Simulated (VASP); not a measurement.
Here is a VASP 6.6.1 calculation.

File INCAR:

```
PREC = Accurate
ENCUT = 520
EDIFF = 1E-7
ISMEAR = 0
SIGMA = 0.1
LREAL = False
LASPH = True
NELM = 60
ALGO = Fast
ISIF = 2
LWAVE = False
LCHARG = False
GGA = PE
NBANDS = 30
```

Contents of KPOINTS:

```
regular mesh
0
Gamma
  8 8 12
```

POSCAR

```
Sc
1.0
    5.4521753574      0.0000000000      0.0000000000
    0.0000000000      5.4521753574      0.0000000000
    0.0000000000      0.0000000000      3.1447249806
Sc
4
Direct
    0.5000000000      0.5000000000      0.0000000000
    0.0000000000      0.0000000000      0.0000000000
    0.5000000000      0.0000000000      0.5450144695
    0.0000000000      0.5000000000      0.4549855305
```

Potentials or basis: VASP PAW PBE potentials, release 64 (Sc_sv).

Command:

```bash
$ cat potpaw_PBE.64/Sc_sv/POTCAR > POTCAR
$ mpirun -np 1 vasp_std > vasp.out
```

Q: Estimate the band gap on the k mesh.

A: Zero (bands 22 and 23 overlap by 0.74 eV).

Q: Estimate the pressure.

A: 3.6 GPa.

Stress tensor (GPa, compression positive):
```
1.73 0.00 0.00
0.00 1.73 0.00
0.00 0.00 7.24
```

Caveat: the cell differs from its parent crystal (strained); the cell stands under pressure.
